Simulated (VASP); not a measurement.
# GaCo (Pm-3m) in VASP: a series of runs

GaCo is run at these levels: LDA; tasks: single point.

Everything below comes from runs of VASP 6.6.1. Logs are shortened: lines on timing, memory, paths and dates and some standing lists are left out, and cuts for length are marked.

## 1. The cell of the first run

Symmetry: Pm-3m, No. 221, cubic system. The conventional cell has a = 2.878 Å, b = 2.878 Å, c = 2.878 Å, α = 90.00°, β = 90.00°, γ = 90.00°. Ga (site symmetry m-3m) has 8 Co at 2.49 Å and 6 Ga at 2.88 Å within 3.3 Å. Within 3.3 Å of Co (site symmetry m-3m) lie 8 Ga at 2.49 Å and 6 Co at 2.88 Å.

## 2. Single point, LDA, collinear spin, ferromagnetic start

File INCAR:

```
ALGO = Normal ; EDIFF = 1E-6
ENCUT = 520 ; ISIF = 2
ISMEAR = -1 ; ISPIN = 2
LASPH = T ; LCHARG = T
LELF = T ; LMAXMIX = 4
LORBIT = 11 ; LREAL = F
LVHAR = T ; LWAVE = F
MAGMOM = 0 0.5 ; NBANDS = 22
NELM = 150 ; NUPDOWN = 0.5
PREC = Accurate ; SIGMA = 0.08
```

File KPOINTS:

```
k-points
0
Gamma
  11 11 11
```

File POSCAR:

```
GaCo
1.0
    2.8780000000      0.0000000000      0.0000000000
    0.0000000000      2.8780000000      0.0000000000
    0.0000000000      0.0000000000      2.8780000000
Ga Co
1 1
Direct
    0.5000000000      0.5000000000      0.5000000000
    0.0000000000      0.0000000000      0.0000000000
```

Potentials or basis: VASP PAW LDA potentials, release 64 (Ga_d, Co).

The run is started by

```
cat potpaw_LDA.64/Ga_d/POTCAR potpaw_LDA.64/Co/POTCAR > POTCAR
mpirun -np 1 vasp_std > vasp.out
```

OUTCAR:

```text
EDIFF = 1E-6
   ENCUT = 520
   ISIF = 2
   ISMEAR = -1
   ISPIN = 2
   LASPH = T
   LORBIT = 11
   LREAL = F
   NELM = 150
   NUPDOWN = 0.5
   PREC = Accurate

 ion  position               nearest neighbor table
   1  0.500  0.500  0.500-   2 2.49   2 2.49   2 2.49   2 2.49   2 2.49   2 2.49   2 2.49   2 2.49

   2  0.000  0.000  0.000-   1 2.49   1 2.49   1 2.49   1 2.49   1 2.49   1 2.49   1 2.49   1 2.49

  LATTYP: Found a simple cubic cell.
 ALAT       =     2.8780000000

  Lattice vectors:

 A1 = (   2.8780000000,   0.0000000000,   0.0000000000)
 A2 = (   0.0000000000,   2.8780000000,   0.0000000000)
 A3 = (   0.0000000000,   0.0000000000,   2.8780000000)

Analysis of symmetry for initial positions (statically):
=====================================================================
 Subroutine PRICEL returns:
 Original cell was already a primitive cell.

 Routine SETGRP: Setting up the symmetry group for a
 simple cubic supercell.

 Subroutine GETGRP returns: Found 48 space group operations
 (whereof 48 operations were pure point group operations)
 out of a pool of 48 trial point group operations.

The static configuration has the point symmetry O_h .

Analysis of symmetry for dynamics (positions and initial velocities):
=====================================================================
 Subroutine PRICEL returns:
 Original cell was already a primitive cell.

 Routine SETGRP: Setting up the symmetry group for a
 simple cubic supercell.

 Subroutine GETGRP returns: Found 48 space group operations
 (whereof 48 operations were pure point group operations)
 out of a pool of 48 trial point group operations.

The dynamic configuration has the point symmetry O_h .

Analysis of structural, dynamic, and magnetic symmetry:
=====================================================================
 Subroutine PRICEL returns:
 Original cell was already a primitive cell.

 Routine SETGRP: Setting up the symmetry group for a
 simple cubic supercell.

 Subroutine GETGRP returns: Found 48 space group operations
 (whereof 48 operations were pure point group operations)
 out of a pool of 48 trial point group operations.

The overall configuration has the point symmetry O_h .

 Subroutine INISYM returns: Found 48 space group operations
 (whereof 48 operations are pure point group operations),
 and found     1 'primitive' translations

----------------------------------------------------------------------------------------

                                     Primitive cell

  volume of cell :      23.8381

  direct lattice vectors                    reciprocal lattice vectors
     2.878000000  0.000000000  0.000000000     0.347463516  0.000000000  0.000000000
     0.000000000  2.878000000  0.000000000     0.000000000  0.347463516  0.000000000
     0.000000000  0.000000000  2.878000000     0.000000000  0.000000000  0.347463516

  length of vectors
     2.878000000  2.878000000  2.878000000     0.347463516  0.347463516  0.347463516

  position of ions in fractional coordinates (direct lattice)
     0.500000000  0.500000000  0.500000000
     0.000000000  0.000000000  0.000000000

  ion indices of the primitive-cell ions
   primitive index   ion index
                 1           1
                 2           2

----------------------------------------------------------------------------------------

 KPOINTS: k-points

Automatic generation of k-mesh.
 Grid dimensions read from file:
 generate k-points for:   11   11   11

 Generating k-lattice:

  Cartesian coordinates                     Fractional coordinates (reciprocal lattice)
     0.031587592  0.000000000  0.000000000     0.090909091  0.000000000  0.000000000
     0.000000000  0.031587592  0.000000000     0.000000000  0.090909091  0.000000000
     0.000000000  0.000000000  0.031587592     0.000000000  0.000000000  0.090909091

  Length of vectors
     0.031587592  0.031587592  0.031587592

  Shift w.r.t. Gamma in fractional coordinates (k-lattice)
     0.000000000  0.000000000  0.000000000

 Subroutine IBZKPT returns following result:
 ===========================================

 Found     56 irreducible k-points:

 Following reciprocal coordinates:
            Coordinates               Weight
  0.000000  0.000000  0.000000      1.000000
  0.090909  0.000000  0.000000      6.000000
  0.181818  0.000000  0.000000      6.000000
  0.272727  0.000000  0.000000      6.000000
  0.363636  0.000000  0.000000      6.000000
  0.454545  0.000000  0.000000      6.000000
[... 16 lines left out ...]
  0.181818  0.090909  0.090909     24.000000
  0.272727  0.090909  0.090909     24.000000
 [... further k-points ...]
   k-points           NKPTS =     56   k-points in BZ     NKDIM =     56   number of bands    NBANDS=     22
   number of dos      NEDOS =    301   number of ions     NIONS =      2
   total plane-waves  NPLWV =  13824
   dimension x,y,z NGX =    24 NGY =   24 NGZ =   24
   dimension x,y,z NGXF=    48 NGYF=   48 NGZF=   48
   ions per type =               1   1
   NGX,Y,Z   is equivalent  to a cutoff of  13.86, 13.86, 13.86 a.u.
   NGXF,Y,Z  is equivalent  to a cutoff of  27.73, 27.73, 27.73 a.u.
 SYSTEM =  unknown system
   PREC   = accura    normal or accurate (medium, high low for compatibility)
   ISTART =      0    job   : 0-new  1-cont  2-samecut
   ICHARG =      2    charge: 1-file 2-atom 10-const
   ISPIN  =      2    spin polarized calculation?
   LNONCOLLINEAR =      F non collinear calculations
   LSORBIT =      F    spin-orbit coupling
   LASPH  =      T    aspherical Exc in radial PAW
   ENCUT  =  520.0 eV  38.22 Ry    6.18 a.u.   5.35  5.35  5.35*2*pi/ulx,y,z
   NELM   =    150;   NELMIN=  2; NELMDL= -5     # of ELM steps
   EDIFF  = 0.1E-05   stopping-criterion for ELM
   LREAL  =      F    real-space projection
   EDIFFG = 0.1E-04   stopping-criterion for IOM
   NSW    =      0    number of steps for IOM
   IBRION =     -1    ionic relax: 0-MD 1-quasi-New 2-CG
   NFREE  =      0    steps in history (QN), initial steepest desc. (CG)
   ISIF   =      2    stress and relaxation
   ISYM   =      2    0-nonsym 1-usesym 2-fastsym
   POTIM  = 0.5000    time-step for ionic-motion
   TEBEG  =    0.0;   TEEND  =   0.0 temperature during run
   PSTRESS=    0.0 pullay stress
   NELECT =      22.0000    total number of electrons
   NUPDOWN=       0.5000    fix difference up-down
   EMIN   =  10.00;   EMAX   =-10.00  energy-range for DOS
   EFERMI =   0.00;   METHOD = LEGACY
   ISMEAR =    -1;   SIGMA  =   0.08  broadening in eV -4-tet -1-fermi 0-gaus
   EFERMI_NEDOS =   21; number of points for ismear=-14 and -15
   IALGO  =     38    algorithm
   IMIX   =      4    mixing-type and parameters
     AMIX     =   0.40;   BMIX     =  1.00
     AMIX_MAG =   1.60;   BMIX_MAG =  1.00
  volume/ion in A,a.u.               =      11.92        80.43
  Fermi-wavevector in a.u.,A,eV,Ry     =   1.593890  3.012015 34.565389  2.540484
  Thomas-Fermi vector in A             =   2.692049
   LORBIT       =     11    0 simple, 1 ext, 2 COOP (PROOUT), +10 PAW based schemes
   GGA     = CA    functional components
   LHFCALC =     F    Hartree Fock is set to
   AEXX    =    0.0000 exact exchange contribution
   IVDW    =     0    specifies the selected vdW correction
   LEPSILON=     F    determine dielectric tensor
   LRPA    =     F    only Hartree local field effects (RPA)
 spin polarized calculation
  energy-cutoff  :      520.00
  volume of cell :       23.84
 maximum number of plane-waves:       659
 NGX is ok and might be reduce to    24
   NGX = 11   NGY = 11   NGZ = 11

 number of electron      22.0000018 magnetization       0.5000000

 Free energy of the ion-electron system (eV)
  ---------------------------------------------------
  ext. energy  EPLUGINS =         0.00000000
  ---------------------------------------------------
  free energy    TOTEN  =       -12.42839436 eV

  energy without entropy =      -12.39836077  energy(sigma->0) =      -12.41337757

 E-fermi :   9.1289     XC(G=0): -13.5389

 val. band max:        9.5221204328   @ k =   0.3636   0.0909   0.0000
 cond. band min:       9.2097624122   @ k =   0.4545   0.4545   0.1818
 fundamental gap:     -0.3123580206
 Fermi energy:         9.5452432281

 spin component 1

 k-point     1 :       0.0000    0.0000    0.0000
  band No.  band energies     occupation
      1      -5.7155      1.00000
      2      -5.7155      1.00000
      3      -5.3735      1.00000
      4      -5.3735      1.00000
      5      -5.3735      1.00000
      6      -2.5551      1.00000
[... 14 lines left out ...]
     21      34.5679      0.00000
     22      34.5679      0.00000

 k-point     2 :       0.0909    0.0000    0.0000
  band No.  band energies     occupation
      1      -5.7112      1.00000
      2      -5.6938      1.00000
      3      -5.3814      1.00000
      4      -5.3814      1.00000
      5      -5.3717      1.00000
      6      -2.3990      1.00000
[... 14 lines left out ...]
     21      32.9508      0.00000
     22      33.6888      0.00000

 k-point     3 :       0.1818    0.0000    0.0000
  band No.  band energies     occupation
      1      -5.6996      1.00000
      2      -5.6370      1.00000
      3      -5.4024      1.00000
      4      -5.4024      1.00000
      5      -5.3668      1.00000
      6      -1.9305      1.00000
[... 14 lines left out ...]
     21      30.6540      0.00000
     22      34.0427      0.00000
[... 476 lines left out ...]
 k-point    23 :       0.1818    0.0909    0.0909
  band No.  band energies     occupation
      1      -5.6658      1.00000
      2      -5.6177      1.00000
      3      -5.4147      1.00000
      4      -5.4124      1.00000
      5      -5.3847      1.00000
      6      -1.6243      1.00000
[... 14 lines left out ...]
     21      32.0791      0.00000
     22      33.5882      0.00000

 k-point    24 :       0.2727    0.0909    0.0909
  band No.  band energies     occupation
      1      -5.6520      1.00000
      2      -5.5439      1.00000
      3      -5.4485      1.00000
      4      -5.4411      1.00000
      5      -5.3799      1.00000
      6      -0.8579      1.00000
[... 14 lines left out ...]
     21      30.2055      0.00000
     22      32.4997      0.00000

 [... further k-points ...]

 spin component 2

 k-point     1 :       0.0000    0.0000    0.0000
  band No.  band energies     occupation
      1      -5.7182      1.00000
      2      -5.7182      1.00000
      3      -5.3752      1.00000
      4      -5.3752      1.00000
      5      -5.3752      1.00000
      6      -2.5320      1.00000
[... 14 lines left out ...]
     21      34.6564      0.00000
     22      34.6564      0.00000

 k-point     2 :       0.0909    0.0000    0.0000
  band No.  band energies     occupation
      1      -5.7139      1.00000
      2      -5.6965      1.00000
      3      -5.3831      1.00000
      4      -5.3831      1.00000
      5      -5.3734      1.00000
      6      -2.3760      1.00000
[... 14 lines left out ...]
     21      33.0337      0.00000
     22      33.7491      0.00000

 k-point     3 :       0.1818    0.0000    0.0000
  band No.  band energies     occupation
      1      -5.7025      1.00000
      2      -5.6397      1.00000
      3      -5.4041      1.00000
      4      -5.4041      1.00000
      5      -5.3686      1.00000
      6      -1.9076      1.00000
[... 14 lines left out ...]
     21      30.7305      0.00000
     22      34.0869      0.00000
[... 476 lines left out ...]
 k-point    23 :       0.1818    0.0909    0.0909
  band No.  band energies     occupation
      1      -5.6688      1.00000
      2      -5.6205      1.00000
      3      -5.4164      1.00000
      4      -5.4141      1.00000
      5      -5.3865      1.00000
      6      -1.6015      1.00000
[... 14 lines left out ...]
     21      32.1199      0.00000
     22      33.6509      0.00000

 k-point    24 :       0.2727    0.0909    0.0909
  band No.  band energies     occupation
      1      -5.6552      1.00000
      2      -5.5468      1.00000
      3      -5.4501      1.00000
      4      -5.4429      1.00000
      5      -5.3818      1.00000
      6      -0.8352      1.00000
[... 14 lines left out ...]
     21      30.2737      0.00000
     22      32.5608      0.00000

 [... further k-points ...]

------------------------ aborting loop because EDIFF is reached ----------------------------------------

  FORCE on cell =-STRESS in cart. coord.  units (eV):
  Direction    XX          YY          ZZ          XY          YZ          ZX
  --------------------------------------------------------------------------------------
  -------------------------------------------------------------------------------------
  Total       -1.7093830     -1.7093830     -1.7093830      0.0000000      0.0000000     -0.0000000
  in kB     -114.8887705   -114.8887705   -114.8887705      0.0000000      0.0000000     -0.0000000
  external PRESSURE =    -114.8887705 kB  Pullay stress =       0.0000000 kB

 VOLUME and BASIS-vectors are now :
 -----------------------------------------------------------------------------
  energy-cutoff  :      520.00
  volume of cell :       23.84
      direct lattice vectors                 reciprocal lattice vectors
     2.878000000  0.000000000  0.000000000     0.347463516  0.000000000  0.000000000
     0.000000000  2.878000000  0.000000000     0.000000000  0.347463516  0.000000000
     0.000000000  0.000000000  2.878000000     0.000000000  0.000000000  0.347463516

 POSITION                                       TOTAL-FORCE (eV/Angst)
 -----------------------------------------------------------------------------------
      1.43900      1.43900      1.43900         0.000000      0.000000      0.000000
      0.00000      0.00000      0.00000         0.000000      0.000000      0.000000
 -----------------------------------------------------------------------------------
    total drift:                                0.000000      0.000000     -0.000000

  FREE ENERGIE OF THE ION-ELECTRON SYSTEM (eV)
  ---------------------------------------------------
  free  energy   TOTEN  =       -12.4283943614 eV

  energy  without entropy=      -12.3983607732  energy(sigma->0) =      -12.41337757

 total charge

# of ion       s       p       d       tot
------------------------------------------
    1        0.859   0.897  10.048  11.803
    2        0.395   0.446   7.522   8.363
--------------------------------------------------
tot          1.253   1.343  17.570  20.166

 magnetization (x)

# of ion       s       p       d       tot
------------------------------------------
    1       -0.005  -0.005  -0.001  -0.011
    2        0.007   0.005   0.499   0.511
--------------------------------------------------
tot          0.002   0.000   0.497   0.500
```

Wall time 60 s (1 thread of Intel Xeon 8259CL, shared host); peak memory 0.17 GiB.

Results:

- Free energy: -12.4284 eV
- Pressure: -11.5 GPa
- Net moment: 0.50 μB per cell
- Site moments: Ga -0.01; Co +0.51 μB
- Valence electrons inside the program's atomic spheres: Ga 11.80; Co 8.36

Caveat: the cell stands under tension; the total moment is fixed, so each spin has its own Fermi level and the state may be an excited one.

(Part 1 of 2 ends here.)
